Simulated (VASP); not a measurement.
# BeFe2N2 (P-4m2) in VASP: a series of runs, part 2 of 3

VASP 6.6.1. Earlier steps stand in the parts before.

## Step 3: Single point, PBE, collinear spin, ferromagnetic start (atoms taken out)

INCAR reads:

```
SYSTEM = BeFe2N2
PREC = Accurate
ENCUT = 520
EDIFF = 1E-6
ISMEAR = 0
SIGMA = 0.1
LREAL = .FALSE.
LASPH = .TRUE.
NELM = 150
ALGO = Normal
ISIF = 2
LWAVE = .FALSE.
LCHARG = .TRUE.
ISPIN = 2
MAGMOM = 0 4 4 0 0
LORBIT = 11
LMAXMIX = 4
GGA = PE
LELF = .TRUE.
LVHAR = .TRUE.
NBANDS = 26
```

KPOINTS reads:

```
regular mesh
0
G
  6 6 4
  0 0 0
```

POSCAR reads:

```
BeFe2N2
1.0
    3.2427255556      0.0000000000      0.0000000000
    0.0000000000      3.2427255556      0.0000000000
    0.0000000000      0.0000000000      4.3192141577
Be Fe N
1 2 2
Direct
    0.0000000000      0.0000000000      0.0000000000
    0.5000000000      0.5000000000      0.5000000000
    0.0000000000      0.0000000000      0.5000000000
    0.5000000000      0.0000000000      0.7465752539
    0.0000000000      0.5000000000      0.2534247461
```

Potentials or basis: VASP PAW PBE potentials, release 64 (Be, Fe, N).

Command:

```bash
cat potpaw_PBE.64/Be/POTCAR potpaw_PBE.64/Fe/POTCAR potpaw_PBE.64/N/POTCAR > POTCAR
mpirun -np 1 vasp_std > vasp.out
```

OUTCAR:

```text
SYSTEM = BeFe2N2
   PREC = Accurate
   ENCUT = 520
   EDIFF = 1E-6
   ISMEAR = 0
   LREAL = .FALSE.
   LASPH = .TRUE.
   NELM = 150
   ISIF = 2
   ISPIN = 2
   LORBIT = 11
   GGA = PE

 ion  position               nearest neighbor table
   1  0.000  0.000  0.000-   4 1.96   5 1.96   5 1.96   4 1.96   3 2.16   3 2.16
   2  0.500  0.500  0.500-   4 1.94   5 1.94   4 1.94   5 1.94   3 2.29   3 2.29   3 2.29   3 2.29

   3  0.000  0.000  0.500-   4 1.94   5 1.94   5 1.94   4 1.94   1 2.16   1 2.16   2 2.29   2 2.29
                             2 2.29   2 2.29
   4  0.500  0.000  0.747-   2 1.94   3 1.94   2 1.94   3 1.94   1 1.96   1 1.96
   5  0.000  0.500  0.253-   2 1.94   3 1.94   3 1.94   2 1.94   1 1.96   1 1.96

  LATTYP: Found a simple tetragonal cell.
 ALAT       =     3.2427255556
 C/A-ratio  =     1.3319703082

  Lattice vectors:

 A1 = (   3.2427255556,   0.0000000000,   0.0000000000)
 A2 = (   0.0000000000,   3.2427255556,   0.0000000000)
 A3 = (   0.0000000000,   0.0000000000,   4.3192141577)

Analysis of symmetry for initial positions (statically):
=====================================================================
 Subroutine PRICEL returns:
 Original cell was already a primitive cell.

 Routine SETGRP: Setting up the symmetry group for a
 simple tetragonal supercell.

 Subroutine GETGRP returns: Found  8 space group operations
 (whereof  8 operations were pure point group operations)
 out of a pool of 16 trial point group operations.

The static configuration has the point symmetry D_2d.

Analysis of symmetry for dynamics (positions and initial velocities):
=====================================================================
 Subroutine PRICEL returns:
 Original cell was already a primitive cell.

 Routine SETGRP: Setting up the symmetry group for a
 simple tetragonal supercell.

 Subroutine GETGRP returns: Found  8 space group operations
 (whereof  8 operations were pure point group operations)
 out of a pool of 16 trial point group operations.

The dynamic configuration has the point symmetry D_2d.

Analysis of structural, dynamic, and magnetic symmetry:
[... 174 lines left out ...]
 spin component 1

 k-point     1 :       0.0000    0.0000    0.0000
  band No.  band energies     occupation
      1     -10.7675      1.00000
      2      -9.1217      1.00000
      3      -1.1304      1.00000
      4       0.2833      1.00000
      5       0.4672      1.00000
      6       0.4672      1.00000
[... 685 lines left out ...]
     25      18.0038      0.00000
     26      19.1373      0.00000

 [... further k-points ...]

 spin component 2

 k-point     1 :       0.0000    0.0000    0.0000
  band No.  band energies     occupation
      1     -10.7675      1.00000
      2      -9.1216      1.00000
      3      -1.1304      1.00000
      4       0.2833      1.00000
      5       0.4673      1.00000
      6       0.4673      1.00000
[... 685 lines left out ...]
     25      18.0036      0.00000
     26      19.1371      0.00000

 [... further k-points ...]

------------------------ aborting loop because EDIFF is reached ----------------------------------------

  FORCE on cell =-STRESS in cart. coord.  units (eV):
  Direction    XX          YY          ZZ          XY          YZ          ZX
  --------------------------------------------------------------------------------------
  -------------------------------------------------------------------------------------
  Total        0.2434849      0.2434849      0.2524455      0.0000000     -0.0000000      0.0000000
  in kB        8.5892944      8.5892944      8.9053946      0.0000000     -0.0000000      0.0000000
  external PRESSURE =       8.6946611 kB  Pullay stress =       0.0000000 kB

 VOLUME and BASIS-vectors are now :
 -----------------------------------------------------------------------------
  energy-cutoff  :      520.00
  volume of cell :       45.42
      direct lattice vectors                 reciprocal lattice vectors
     3.242725556  0.000000000  0.000000000     0.308382557  0.000000000  0.000000000
     0.000000000  3.242725556  0.000000000     0.000000000  0.308382557  0.000000000
     0.000000000  0.000000000  4.319214158     0.000000000  0.000000000  0.231523597

 POSITION                                       TOTAL-FORCE (eV/Angst)
 -----------------------------------------------------------------------------------
      0.00000      0.00000      0.00000        -0.000000     -0.000000      0.000000
      1.62136      1.62136      2.15961        -0.000000      0.000000      0.000000
      0.00000      0.00000      2.15961        -0.000000     -0.000000      0.000000
      1.62136      0.00000      3.22462         0.000000     -0.000000      0.132073
      0.00000      1.62136      1.09460        -0.000000     -0.000000     -0.132073
 -----------------------------------------------------------------------------------
    total drift:                                0.000000      0.000000     -0.000000

  FREE ENERGIE OF THE ION-ELECTRON SYSTEM (eV)
  ---------------------------------------------------
  free  energy   TOTEN  =       -36.6728505195 eV

  energy  without entropy=      -36.6611711421  energy(sigma->0) =      -36.66701083

 total charge

# of ion       s       p       d       tot
------------------------------------------
    1        0.341   0.552   0.000   0.893
    2        0.476   0.703   6.590   7.769
    3        0.486   0.774   6.720   7.980
    4        1.238   2.427   0.000   3.665
    5        1.238   2.427   0.000   3.665
--------------------------------------------------
tot          3.780   6.883  13.310  23.973

 magnetization (x)

# of ion       s       p       d       tot
------------------------------------------
    1       -0.000  -0.000   0.000  -0.000
    2       -0.000  -0.000  -0.002  -0.002
    3        0.000   0.000   0.001   0.001
    4        0.000   0.000   0.000   0.000
    5        0.000   0.000   0.000   0.000
--------------------------------------------------
tot         -0.000   0.000  -0.000  -0.000
```

OSZICAR:

```text
N       E                     dE             d eps       ncg     rms          rms(c)
DAV:   1     0.220478273336E+03    0.22048E+03   -0.13177E+04  3136   0.128E+03
DAV:   2    -0.161369185207E+02   -0.23662E+03   -0.21490E+03  3190   0.299E+02
DAV:   3    -0.403333755796E+02   -0.24196E+02   -0.22812E+02  3764   0.110E+02
DAV:   4    -0.411605965840E+02   -0.82722E+00   -0.81999E+00  3704   0.223E+01
[... 18 lines left out ...]
DAV:  23    -0.366728487833E+02   -0.11051E-04   -0.52294E-04  5058   0.181E-01    0.471E-03
DAV:  24    -0.366728498821E+02   -0.10988E-05   -0.22899E-04  4880   0.127E-01    0.228E-03
DAV:  25    -0.366728505490E+02   -0.66690E-06   -0.17823E-05  3442   0.387E-02    0.171E-03
DAV:  26    -0.366728505195E+02    0.29446E-07   -0.27591E-06  1638   0.169E-02
   1 F= -.36672851E+02 E0= -.36667011E+02  d E =-.116794E-01  mag=    -0.0001
```

stdout:

```text
POSCAR found type information on POSCAR BeFeN
 POSCAR found :  3 types and       5 ions
 scaLAPACK will be used
 LDA part: xc-table for (Slater+PW92), standard interpolation
 POSCAR, INCAR and KPOINTS ok, starting setup
 FFT: planning ... GRIDC
 FFT: planning ... GRID_SOFT
 FFT: planning ... GRID
 WAVECAR not read
 entering main loop
```

It took 87 s on 1 thread of Oxide Virtual Turin-like, shared host; peak memory 0.17 GiB.

Results:

```yaml
Free_energy: -36.6729 eV
Pressure: 0.9 GPa
Largest_force: 0.132 eV/Å
Band_gap_on_the_k_mesh: zero (filled and empty bands overlap)
Net_moment: 0.00 μB per cell
Valence_electrons_inside_the_program's_atomic_spheres: Be 0.89; Fe 7.77, 7.98; N 3.67
```

Forces on the atoms (eV/Å):
```
Be   0.000  0.000  0.000
Fe   0.000  0.000  0.000
Fe   0.000  0.000  0.000
N    0.000  0.000  0.132
N    0.000  0.000 -0.132
```

Levels at points of the mesh, in eV from the Fermi level:
Spin up:
```csv
k point,band 12,band 13,band 14,band 15,band 16,band 17
"(0.00, 0.00, 0.00)",0.01,0.01,0.15,0.29,1.32,1.45
"(0.50, 0.00, 0.00)",-1.90,-1.43,-0.92,0.69,1.09,1.34
"(0.50, 0.50, 0.00)",-2.62,-0.87,-0.17,-0.17,-0.13,1.09
"(0.00, 0.00, 0.50)",0.29,0.41,0.41,0.78,1.45,1.58
"(0.50, 0.00, 0.50)",-1.71,-1.46,-1.07,1.29,1.60,1.87
"(0.50, 0.50, 0.50)",-2.18,-1.20,-0.75,-0.19,-0.19,1.24
```
Spin down:
```tsv
k point	band 12	band 13	band 14	band 15	band 16	band 17
(0.00, 0.00, 0.00)	0.02	0.02	0.15	0.29	1.32	1.45
(0.50, 0.00, 0.00)	-1.90	-1.43	-0.92	0.69	1.09	1.34
(0.50, 0.50, 0.00)	-2.62	-0.87	-0.17	-0.17	-0.14	1.09
(0.00, 0.00, 0.50)	0.29	0.41	0.41	0.78	1.45	1.58
(0.50, 0.00, 0.50)	-1.71	-1.46	-1.07	1.29	1.60	1.87
(0.50, 0.50, 0.50)	-2.18	-1.20	-0.75	-0.19	-0.19	1.24
```

Caveat: the k points lie up to 0.36 Å⁻¹ apart, too coarse for converged energies and pressures of a metal; the cell differs from its parent crystal (atoms taken out); the moments typed at the start vanished in this run.

## Step 4: Single point, PBE, collinear spin, ferromagnetic start (atoms taken out)

INCAR reads:

```
SYSTEM = BeFe2N2
PREC     = Accurate       ! precision mode
ENCUT    = 520            ! plane-wave cutoff, eV
EDIFF    = 1E-6           ! SCF threshold, eV
ISMEAR   = 0              ! smearing method
SIGMA    = 0.1            ! smearing width, eV
LREAL    = .False.        ! projectors in reciprocal space
LASPH    = .True.         ! aspherical terms in the spheres
NELM     = 150            ! most SCF steps
ALGO     = Normal         ! electronic algorithm
ISIF     = 2              ! what is computed and relaxed
LWAVE    = .False.        ! write WAVECAR
LCHARG   = .False.        ! write CHGCAR
ISPIN    = 2              ! spin polarisation
MAGMOM   = 0 4 4 0 0      ! initial moments
LORBIT   = 11             ! projections on sites
LMAXMIX  = 4              ! l up to which the mixer works
GGA      = PE             ! functional
NBANDS   = 26             ! bands
```

KPOINTS reads:

```
regular mesh
0
Gamma
  6 6 4
  0 0 0
```

POSCAR reads:

```
BeFe2N2
1.0
    3.3035451700      0.0000000000      0.0000000000
    0.0000000000      3.3035451700      0.0000000000
    0.0000000000      0.0000000000      4.6719183800
Be Fe N
1 2 2
Direct
    0.0000000000      0.0000000000      0.0000000000
    0.5000000000      0.5000000000      0.5000000000
    0.0000000000      0.0000000000      0.5000000000
    0.5000000000      0.0000000000      0.7500000000
    0.0000000000      0.5000000000      0.2500000000
```

Command:

```bash
cat potpaw_PBE.64/Be/POTCAR potpaw_PBE.64/Fe/POTCAR potpaw_PBE.64/N/POTCAR > POTCAR
mpirun -np 1 vasp_std > vasp.out
```

Wall time 3.8 min (1 thread of Oxide Virtual Turin-like, shared host); peak memory 0.19 GiB.

It converged, with:

* Free energy: -36.2227 eV
* Pressure: -20.8 GPa
* Largest force: 0.906 eV/Å
* Net moment: 0.59 μB per cell
* Site moments: Be +0.01; Fe +0.29, +0.35; N -0.03 μB
* Valence electrons inside the program's atomic spheres: Be 0.76; Fe 7.48, 7.61; N 3.59

Forces on the atoms (eV/Å):
```
Be   0.000  0.000  0.000
Fe   0.000  0.000  0.000
Fe   0.000  0.000  0.000
N    0.000  0.000 -0.906
N    0.000  0.000  0.906
```

Stress tensor (GPa, compression positive):
```
-18.53   0.00   0.00
  0.00 -18.53   0.00
  0.00   0.00 -25.32
```

Levels at points of the mesh, in eV from the Fermi level:
Spin up:
```tsv
k point	band 10	band 11	band 12	band 13	band 14	band 15	band 16	band 17	band 18	band 19
(0.00, 0.00, 0.00)	-1.21	-0.87	-0.22	-0.22	-0.08	0.09	0.74	1.21	1.58	1.58
(0.50, 0.00, 0.00)	-1.95	-1.90	-1.84	-1.51	-1.06	0.39	0.58	0.75	1.27	4.22
(0.50, 0.50, 0.00)	-2.57	-2.52	-2.52	-1.07	-0.48	-0.41	-0.41	0.83	1.18	3.97
(0.00, 0.00, 0.50)	-1.68	-0.63	-0.16	0.08	0.08	0.09	1.01	1.01	1.21	2.46
(0.50, 0.00, 0.50)	-1.92	-1.83	-1.73	-1.68	-1.15	0.76	1.14	1.34	1.39	3.66
(0.50, 0.50, 0.50)	-2.69	-2.69	-2.28	-1.28	-0.86	-0.42	-0.42	1.02	1.30	5.82
```
Spin down:
| k point | band 12 | band 13 | band 14 | band 15 | band 16 | band 17 |
| --- | --- | --- | --- | --- | --- | --- |
| (0.00, 0.00, 0.00) | -0.04 | 0.20 | 0.20 | 0.49 | 0.76 | 1.41 |
| (0.50, 0.00, 0.00) | -1.50 | -1.30 | -0.90 | 0.64 | 0.90 | 1.05 |
| (0.50, 0.50, 0.00) | -2.31 | -0.66 | -0.24 | 0.05 | 0.05 | 0.98 |
| (0.00, 0.00, 0.50) | 0.01 | 0.48 | 0.48 | 0.49 | 1.28 | 1.28 |
| (0.50, 0.00, 0.50) | -1.47 | -1.36 | -1.00 | 1.05 | 1.40 | 1.57 |
| (0.50, 0.50, 0.50) | -2.17 | -0.87 | -0.60 | 0.04 | 0.04 | 1.17 |

Caveat: the cell differs from its parent crystal (atoms taken out); the stress differs along the axes, from -25 to -19 GPa.

(Continued in part 3 of 3.)
